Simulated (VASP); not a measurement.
# BN (I-4m2) in VASP: further runs

The runs below take BN through single point, with LDA.

All numbers are computed with VASP 6.6.1; they aren't measurements. Logs are shortened: lines on timing, memory, paths and dates and some standing lists are left out, and cuts for length are marked.

### Step 1. The cell of the first run

The structure is tetragonal, space group I-4m2 (No. 119). The conventional cell has a = 2.878 Å, b = 2.878 Å, c = 2.878 Å, α = 90.00°, β = 90.00°, γ = 90.00°. B (site symmetry -4m2) has 4 N at 1.61 Å within 2.1 Å. N (site symmetry -4m2) has 4 B at 1.61 Å within 2.1 Å.

### Step 2. Single point, LDA

File INCAR:

```
ALGO     = Normal         # electronic algorithm
EDIFF    = 1E-7           # SCF threshold, eV
ENCUT    = 520            # plane-wave cutoff, eV
ISIF     = 2              # what is computed and relaxed
ISMEAR   = 0              # smearing method
LASPH    = T              # aspherical terms in the spheres
LCHARG   = F              # write CHGCAR
LREAL    = F              # projectors in reciprocal space
LWAVE    = F              # write WAVECAR
NBANDS   = 11             # bands
NELM     = 100            # most SCF steps
PREC     = Accurate       # precision mode
SIGMA    = 0.05           # smearing width, eV
```

File KPOINTS:

```
k-points
0
Gamma
  12 12 12
```

File POSCAR:

```
BN
1.0
    0.0000000000      2.0351272637      1.4388349754
    2.0351272637      0.0000000000      1.4388349754
    2.0351272637      2.0351272637      0.0000000000
B N
1 1
Direct
    0.0000000000      0.0000000000      0.0000000000
    0.7500000000      0.7500000000      0.7500000000
```

Potentials or basis: VASP PAW LDA potentials, release 64 (B, N).

Command:

```console
$ cat potpaw_LDA.64/B/POTCAR potpaw_LDA.64/N/POTCAR > POTCAR
$ mpirun -np 1 vasp_std > vasp.out
```

OUTCAR:

```text
EDIFF = 1E-7
   ENCUT = 520
   ISIF = 2
   ISMEAR = 0
   LASPH = T
   LREAL = F
   NELM = 100
   PREC = Accurate

 ion  position               nearest neighbor table
   1  0.000  0.000  0.000-   2 1.61   2 1.61   2 1.61   2 1.61
   2  0.750  0.750  0.750-   1 1.61   1 1.61   1 1.61   1 1.61

  LATTYP: Found a body centered tetragonal cell.
 ALAT       =     2.8781045775
 C/A-ratio  =     0.9998489886

  Lattice vectors:

 A1 = (   0.0000000000,  -2.0351272637,  -1.4388349754)
 A2 = (   0.0000000000,   2.0351272637,  -1.4388349754)
 A3 = (   2.0351272637,   0.0000000000,   1.4388349754)

Analysis of symmetry for initial positions (statically):
=====================================================================
 Subroutine PRICEL returns:
 Original cell was already a primitive cell.

 Routine SETGRP: Setting up the symmetry group for a
 body centered tetragonal supercell.

 Subroutine GETGRP returns: Found  8 space group operations
 (whereof  8 operations were pure point group operations)
 out of a pool of 16 trial point group operations.

The static configuration has the point symmetry D_2d.

Analysis of symmetry for dynamics (positions and initial velocities):
=====================================================================
 Subroutine PRICEL returns:
 Original cell was already a primitive cell.

 Routine SETGRP: Setting up the symmetry group for a
 body centered tetragonal supercell.

 Subroutine GETGRP returns: Found  8 space group operations
 (whereof  8 operations were pure point group operations)
 out of a pool of 16 trial point group operations.

The dynamic configuration has the point symmetry D_2d.

 Subroutine INISYM returns: Found  8 space group operations
 (whereof  8 operations are pure point group operations),
 and found     1 'primitive' translations

----------------------------------------------------------------------------------------

                                     Primitive cell

  volume of cell :      11.9186

  direct lattice vectors                    reciprocal lattice vectors
     0.000000000  2.035127264  1.438834975    -0.245684881  0.245684881  0.347503368
     2.035127264  0.000000000  1.438834975     0.245684881 -0.245684881  0.347503368
     2.035127264  2.035127264  0.000000000     0.245684881  0.245684881 -0.347503368

  length of vectors
     2.492386219  2.492386219  2.878104577     0.491406871  0.491406871  0.491406871

  position of ions in fractional coordinates (direct lattice)
     0.000000000  0.000000000  0.000000000
     0.750000000  0.750000000  0.750000000

  ion indices of the primitive-cell ions
   primitive index   ion index
                 1           1
                 2           2

----------------------------------------------------------------------------------------

 KPOINTS: k-points

Automatic generation of k-mesh.
 Grid dimensions read from file:
 generate k-points for:   12   12   12

 Generating k-lattice:

  Cartesian coordinates                     Fractional coordinates (reciprocal lattice)
    -0.020473740  0.020473740  0.028958614     0.083333333  0.000000000  0.000000000
     0.020473740 -0.020473740  0.028958614     0.000000000  0.083333333  0.000000000
     0.020473740  0.020473740 -0.028958614    -0.000000000 -0.000000000  0.083333333

  Length of vectors
     0.040950573  0.040950573  0.040950573

  Shift w.r.t. Gamma in fractional coordinates (k-lattice)
     0.000000000  0.000000000  0.000000000

 Subroutine IBZKPT returns following result:
 ===========================================

 Found    163 irreducible k-points:

 Following reciprocal coordinates:
            Coordinates               Weight
  0.000000  0.000000  0.000000      1.000000
  0.083333 -0.000000  0.000000      8.000000
  0.166667  0.000000  0.000000      8.000000
  0.250000 -0.000000  0.000000      8.000000
  0.333333 -0.000000  0.000000      8.000000
  0.416667 -0.000000  0.000000      8.000000
[... 16 lines left out ...]
  0.500000  0.166667  0.000000      8.000000
 -0.416667  0.166667  0.000000      8.000000
 [... further k-points ...]
   k-points           NKPTS =    163   k-points in BZ     NKDIM =    163   number of bands    NBANDS=     11
   number of dos      NEDOS =    301   number of ions     NIONS =      2
   total plane-waves  NPLWV =   9600
   dimension x,y,z NGX =    20 NGY =   20 NGZ =   24
   dimension x,y,z NGXF=    40 NGYF=   40 NGZF=   48
   ions per type =               1   1
   NGX,Y,Z   is equivalent  to a cutoff of  13.34, 13.34, 13.86 a.u.
   NGXF,Y,Z  is equivalent  to a cutoff of  26.68, 26.68, 27.73 a.u.
 SYSTEM =  unknown system
   PREC   = accura    normal or accurate (medium, high low for compatibility)
   ISTART =      0    job   : 0-new  1-cont  2-samecut
   ICHARG =      2    charge: 1-file 2-atom 10-const
   ISPIN  =      1    spin polarized calculation?
   LNONCOLLINEAR =      F non collinear calculations
   LSORBIT =      F    spin-orbit coupling
   LASPH  =      T    aspherical Exc in radial PAW
   ENCUT  =  520.0 eV  38.22 Ry    6.18 a.u.   4.63  4.63  5.35*2*pi/ulx,y,z
   NELM   =    100;   NELMIN=  2; NELMDL= -5     # of ELM steps
   EDIFF  = 0.1E-06   stopping-criterion for ELM
   LREAL  =      F    real-space projection
   EDIFFG = 0.1E-05   stopping-criterion for IOM
   NSW    =      0    number of steps for IOM
   IBRION =     -1    ionic relax: 0-MD 1-quasi-New 2-CG
   NFREE  =      0    steps in history (QN), initial steepest desc. (CG)
   ISIF   =      2    stress and relaxation
   ISYM   =      2    0-nonsym 1-usesym 2-fastsym
   POTIM  = 0.5000    time-step for ionic-motion
   TEBEG  =    0.0;   TEEND  =   0.0 temperature during run
   PSTRESS=    0.0 pullay stress
   NELECT =       8.0000    total number of electrons
   NUPDOWN=      -1.0000    fix difference up-down
   EMIN   =  10.00;   EMAX   =-10.00  energy-range for DOS
   EFERMI =   0.00;   METHOD = LEGACY
   ISMEAR =     0;   SIGMA  =   0.05  broadening in eV -4-tet -1-fermi 0-gaus
   EFERMI_NEDOS =   21; number of points for ismear=-14 and -15
   IALGO  =     38    algorithm
   IMIX   =      4    mixing-type and parameters
     AMIX     =   0.40;   BMIX     =  1.00
     AMIX_MAG =   1.60;   BMIX_MAG =  1.00
  volume/ion in A,a.u.               =       5.96        40.22
  Fermi-wavevector in a.u.,A,eV,Ry     =   1.433387  2.708709 27.954506  2.054598
  Thomas-Fermi vector in A             =   2.552911
   LORBIT       =      0    0 simple, 1 ext, 2 COOP (PROOUT), +10 PAW based schemes
   GGA     = CA    functional components
   LHFCALC =     F    Hartree Fock is set to
   AEXX    =    0.0000 exact exchange contribution
   IVDW    =     0    specifies the selected vdW correction
   LEPSILON=     F    determine dielectric tensor
   LRPA    =     F    only Hartree local field effects (RPA)
 non-spin polarized calculation
 Gauss-broadening in eV      SIGMA  =   0.05
  energy-cutoff  :      520.00
  volume of cell :       11.92
 maximum number of plane-waves:       336
   NGX =  9   NGY =  9   NGZ = 11

 number of electron       7.9999999 magnetization

 Free energy of the ion-electron system (eV)
  ---------------------------------------------------
  ext. energy  EPLUGINS =         0.00000000
  ---------------------------------------------------
  free energy    TOTEN  =       -18.07568181 eV

  energy without entropy =      -18.07568181  energy(sigma->0) =      -18.07568181

 E-fermi :   9.2109     XC(G=0): -13.1563

 val. band max:        9.0204985408   @ k =   0.0000   0.0000   0.0000
 cond. band min:       9.6342344691   @ k =   0.5000   0.5000   0.0000
 fundamental gap:      0.6137359283
 Fermi energy:         9.2108884689

 k-point     1 :       0.0000    0.0000    0.0000
  band No.  band energies     occupation
      1     -12.4557      2.00000
      2       6.7325      2.00000
      3       6.7325      2.00000
      4       9.0205      2.00000
      5      15.6225      0.00000
      6      17.2432      0.00000
      7      17.9512      0.00000
      8      17.9512      0.00000
      9      27.2847      0.00000
     10      31.6309      0.00000
     11      31.6312      0.00000

 k-point     2 :       0.0833   -0.0000    0.0000
  band No.  band energies     occupation
      1     -12.2732      2.00000
      2       6.2660      2.00000
      3       6.4697      2.00000
      4       8.6531      2.00000
      5      15.2857      0.00000
      6      17.5488      0.00000
      7      17.9395      0.00000
      8      18.4753      0.00000
      9      27.2149      0.00000
     10      29.9034      0.00000
     11      32.7205      0.00000

 k-point     3 :       0.1667    0.0000    0.0000
  band No.  band energies     occupation
      1     -11.7314      2.00000
      2       4.7620      2.00000
      3       5.8213      2.00000
      4       8.0763      2.00000
      5      14.5997      0.00000
      6      17.7179      0.00000
      7      18.2407      0.00000
      8      19.6804      0.00000
      9      27.7976      0.00000
     10      29.2388      0.00000
     11      32.9616      0.00000

 k-point     4 :       0.2500   -0.0000    0.0000
  band No.  band energies     occupation
      1     -10.8521      2.00000
      2       2.5524      2.00000
      3       5.0573      2.00000
      4       7.6396      2.00000
      5      13.9330      0.00000
      6      17.1947      0.00000
      7      19.0487      0.00000
      8      21.0922      0.00000
      9      29.4291      0.00000
     10      29.4435      0.00000
     11      33.1118      0.00000

 k-point     5 :       0.3333   -0.0000    0.0000
  band No.  band energies     occupation
      1      -9.6937      2.00000
      2       0.1899      2.00000
      3       4.3928      2.00000
      4       7.3087      2.00000
      5      13.4375      0.00000
      6      16.6044      0.00000
      7      19.8950      0.00000
      8      22.2878      0.00000
      9      30.0651      0.00000
     10      31.6734      0.00000
     11      33.1135      0.00000
[... 211 lines left out ...]
 k-point    21 :       0.3333    0.1667    0.0000
  band No.  band energies     occupation
      1      -9.0049      2.00000
      2       0.7876      2.00000
      3       3.2216      2.00000
      4       5.7837      2.00000
      5      12.5293      0.00000
      6      18.2432      0.00000
      7      18.5930      0.00000
      8      20.9204      0.00000
      9      32.7863      0.00000
     10      33.3224      0.00000
     11      35.1515      0.00000

 k-point    22 :       0.4167    0.1667    0.0000
  band No.  band energies     occupation
      1      -7.8055      2.00000
      2      -1.2114      2.00000
      3       2.7479      2.00000
      4       5.7463      2.00000
      5      12.6842      0.00000
      6      18.3182      0.00000
      7      18.4755      0.00000
      8      21.5612      0.00000
      9      32.0232      0.00000
     10      34.4662      0.00000
     11      34.5628      0.00000

 k-point    23 :       0.5000    0.1667    0.0000
  band No.  band energies     occupation
      1      -7.1777      2.00000
      2      -2.1559      2.00000
      3       2.5841      2.00000
      4       5.6925      2.00000
      5      12.9302      0.00000
      6      18.4589      0.00000
      7      18.8834      0.00000
      8      21.6345      0.00000
      9      30.7119      0.00000
     10      33.3170      0.00000
     11      34.6729      0.00000

 k-point    24 :      -0.4167    0.1667    0.0000
  band No.  band energies     occupation
      1      -7.8361      2.00000
      2      -1.3141      2.00000
      3       2.7469      2.00000
      4       5.6781      2.00000
      5      13.1378      0.00000
      6      18.6194      0.00000
      7      19.9676      0.00000
      8      21.3619      0.00000
      9      29.1994      0.00000
     10      31.8382      0.00000
     11      32.9702      0.00000

 [... further k-points ...]

------------------------ aborting loop because EDIFF is reached ----------------------------------------

  FORCE on cell =-STRESS in cart. coord.  units (eV):
  Direction    XX          YY          ZZ          XY          YZ          ZX
  --------------------------------------------------------------------------------------
  -------------------------------------------------------------------------------------
  Total       -4.5830434     -4.5830434      5.3170444      0.0000000      0.0000000      0.0000000
  in kB     -616.0847027   -616.0847027    714.7542416      0.0000000      0.0000000      0.0000000
  external PRESSURE =    -172.4717212 kB  Pullay stress =       0.0000000 kB

 VOLUME and BASIS-vectors are now :
 -----------------------------------------------------------------------------
  energy-cutoff  :      520.00
  volume of cell :       11.92
      direct lattice vectors                 reciprocal lattice vectors
     0.000000000  2.035127264  1.438834975    -0.245684881  0.245684881  0.347503368
     2.035127264  0.000000000  1.438834975     0.245684881 -0.245684881  0.347503368
     2.035127264  2.035127264  0.000000000     0.245684881  0.245684881 -0.347503368

 POSITION                                       TOTAL-FORCE (eV/Angst)
 -----------------------------------------------------------------------------------
      0.00000      0.00000      0.00000         0.000000      0.000000     -0.000000
      3.05269      3.05269      2.15825        -0.000000     -0.000000      0.000000
 -----------------------------------------------------------------------------------
    total drift:                                0.000000      0.000000     -0.000000

  FREE ENERGIE OF THE ION-ELECTRON SYSTEM (eV)
  ---------------------------------------------------
  free  energy   TOTEN  =       -18.0756818121 eV

  energy  without entropy=      -18.0756818121  energy(sigma->0) =      -18.07568181
```

Run time: 16 s. Hardware: 1 thread of Intel Xeon 8259CL, shared host; peak memory 0.13 GiB.

What came out:

```yaml
Free_energy: -18.0757 eV
Pressure: -17.2 GPa
Band_gap_on_the_k_mesh: 0.61 eV, indirect (least direct gap 6.04 eV)
```

Levels at points of the mesh, in eV from the valence-band top:
```csv
k point,band 1,band 2,band 3,band 4,band 5,band 6,band 7,band 8,band 9
"(0.00, 0.00, 0.00)",-21.48,-2.29,-2.29,0.00,6.60,8.22,8.93,8.93,18.26
"(0.50, 0.00, 0.00)",-16.78,-11.85,-5.22,-2.01,4.03,7.00,11.96,14.05,22.15
"(0.50, 0.50, 0.00)",-13.47,-8.88,-8.88,-6.39,0.61,2.20,15.77,15.77,22.27
"(0.50, 0.00, 0.50)",-16.91,-11.88,-4.04,-3.95,5.70,11.33,11.37,13.44,15.14
```

 A k mesh can miss the band edges.

### Step 3. Single point, LDA

This run uses another cell than the first one, of the same volume but with other edges.

File INCAR:

```
SYSTEM = BN
PREC = Accurate
ENCUT = 520
EDIFF = 1E-6
ISMEAR = 0
SIGMA = 0.05
LREAL = .FALSE.
LASPH = .TRUE.
NELM = 60
ALGO = Normal
ISIF = 2
LWAVE = .FALSE.
LCHARG = .FALSE.
GGA = CA
NBANDS = 11
```

File KPOINTS:

```
regular mesh
0
G
  12 12 12
  0 0 0
```

File POSCAR:

```
BN
1.0
    0.0000000000      1.6152815796      2.2840081536
    1.6152815796      0.0000000000      2.2840081536
    1.6152815796      1.6152815796      0.0000000000
B N
1 1
Direct
    0.0000000000      0.0000000000      0.0000000000
    0.7500000000      0.7500000000      0.7500000000
```

Potentials or basis: VASP PAW LDA potentials, release 64 (B, N).

Command:

```console
$ cat potpaw_LDA.64/B/POTCAR potpaw_LDA.64/N/POTCAR > POTCAR
$ mpirun -np 1 vasp_std > vasp.out
```

Run time: 14 s. Hardware: 1 thread of Intel Xeon 8259CL, shared host; peak memory 0.13 GiB.

The run converged. Its results:

```
Free energy            : -17.0325 eV
Pressure               : -8.8 GPa
Band gap on the k mesh : 0.77 eV, indirect (least direct gap 2.06 eV)
```

Stress tensor (GPa, compression positive):
```
  92.25    0.00    0.00
   0.00   92.25    0.00
   0.00    0.00 -210.84
```

Levels at points of the mesh, in eV from the valence-band top:
| k point | band 1 | band 2 | band 3 | band 4 | band 5 | band 6 | band 7 | band 8 |
| --- | --- | --- | --- | --- | --- | --- | --- | --- |
| (0.00, 0.00, 0.00) | -22.05 | -5.62 | -0.18 | -0.18 | 5.23 | 6.69 | 6.69 | 9.07 |
| (0.50, 0.00, 0.00) | -17.36 | -12.47 | -6.68 | -0.53 | 1.53 | 10.07 | 11.86 | 13.27 |
| (0.50, 0.50, 0.00) | -18.70 | -13.87 | -3.18 | -3.18 | 7.12 | 12.06 | 13.50 | 13.73 |
| (0.50, 0.00, 0.50) | -14.59 | -9.03 | -7.67 | -7.55 | 0.77 | 5.08 | 10.09 | 13.34 |

### Step 4. Single point, LDA

This run uses another cell than the first one, of the same volume but with other edges.

Changes to INCAR since step 3:

```diff
@@ -8,3 +8,3 @@
 LASPH = .TRUE.
-NELM = 60
+NELM = 80
 ALGO = Normal
```

KPOINTS is that of step 3.

File POSCAR:

```
BN
1.0
    0.0000000000      1.9139256747      1.6268368235
    1.9139256747      0.0000000000      1.6268368235
    1.9139256747      1.9139256747      0.0000000000
B N
1 1
Direct
    0.0000000000      0.0000000000      0.0000000000
    0.7500000000      0.7500000000      0.7500000000
```

Command:

```console
$ cat potpaw_LDA.64/B/POTCAR potpaw_LDA.64/N/POTCAR > POTCAR
$ mpirun -np 1 vasp_std > vasp.out
```

Run time: 17 s. Hardware: 1 thread of Intel Xeon 8259CL, shared host; peak memory 0.13 GiB.

It converged, with:

* Free energy: -19.0550 eV
* Pressure: -14.0 GPa
* Band gap on the k mesh: 1.95 eV, indirect (least direct gap 7.29 eV)

Stress tensor (GPa, compression positive):
```
-40.10   0.00   0.00
  0.00 -40.10   0.00
  0.00   0.00  38.09
```

Levels at points of the mesh, in eV from the valence-band top:
| k point | band 1 | band 2 | band 3 | band 4 | band 5 | band 6 | band 7 | band 8 | band 9 |
| --- | --- | --- | --- | --- | --- | --- | --- | --- | --- |
| (0.00, 0.00, 0.00) | -20.79 | -1.25 | -1.25 | 0.00 | 7.29 | 8.42 | 8.42 | 9.36 | 22.90 |
| (0.50, 0.00, 0.00) | -16.46 | -11.40 | -3.81 | -1.73 | 7.10 | 8.76 | 12.36 | 14.32 | 21.84 |
| (0.50, 0.50, 0.00) | -13.93 | -7.96 | -7.02 | -7.02 | 1.95 | 5.74 | 16.77 | 16.77 | 21.47 |
| (0.50, 0.00, 0.50) | -15.74 | -10.41 | -4.82 | -4.76 | 4.63 | 9.74 | 14.75 | 16.56 | 18.00 |

### Step 5. Overview

| cell | gap on the mesh (eV) | pressure (GPa) |
| --- | --- | --- |
| a = 2.492, b = 2.492, c = 2.878 Å, angles 54.7, 54.7, 70.5°, 2 atoms | 0.61 | -17.2 |
| a = 2.797, b = 2.797, c = 2.284 Å, angles 65.9, 65.9, 48.2°, 2 atoms | 0.77 | -8.8 |
| a = 2.512, b = 2.512, c = 2.707 Å, angles 57.4, 57.4, 65.2°, 2 atoms | 1.95 | -14.0 |

Alike in all rows: task single point; level LDA; potentials or basis VASP PAW LDA potentials, release 64 (B, N); no spin polarisation; k mesh 12 × 12 × 12; cutoff (eV) 520; smearing gaussian 0.05 eV.

Total energies depend on the potentials used, so only differences within one code and one set of settings carry meaning.
